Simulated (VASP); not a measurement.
Wanted: the native input for a VASP 6.6.1 run.

```
Task                   : single point
Functional             : PBE
Potentials or basis    : VASP PAW PBE potentials, release 64 (Ir)
Cutoff                 : 520 eV
k mesh                 : 12 × 12 × 12
Occupations            : fermi-dirac, width 0.05 eV
Spin                   : no spin polarisation
Dipole correction      : no
Further INCAR settings : ALGO = Normal; EDIFF = 1e-07; NBANDS = 10
```

The structure of Ir lies in POSCAR:

```
Ir
1.0
    0.0000000000      1.9027432368      1.9027432368
    1.9027432368      0.0000000000      1.9027432368
    1.9027432368      1.9027432368      0.0000000000
Ir
1
Direct
    0.0000000000      0.0000000000      0.0000000000
```

This cell differs from its parent crystal: volume scaled by 0.98.

These files were run (other wordings do the same):

INCAR

```
SYSTEM = Ir
PREC = Accurate
ENCUT = 520
EDIFF = 1E-7
ISMEAR = -1
SIGMA = 0.05
LREAL = .False.
LASPH = .True.
NELM = 100
ALGO = Normal
ISIF = 2
LWAVE = .False.
LCHARG = .False.
GGA = PE
NBANDS = 10
```

KPOINTS

```
regular mesh
0
Gamma
  12 12 12
  0 0 0
```

Potentials or basis: VASP PAW PBE potentials, release 64 (Ir).

Command:

```bash
$ cat potpaw_PBE.64/Ir/POTCAR > POTCAR
$ mpirun -np 1 vasp_std > vasp.out
```

It gave:

The pressure is 20.5 GPa.

It took 5.7 s on 1 thread of Intel(R) Xeon(R) Platinum 8488C (Sapphire Rapids) (shared host), peak memory 0.13 GiB.
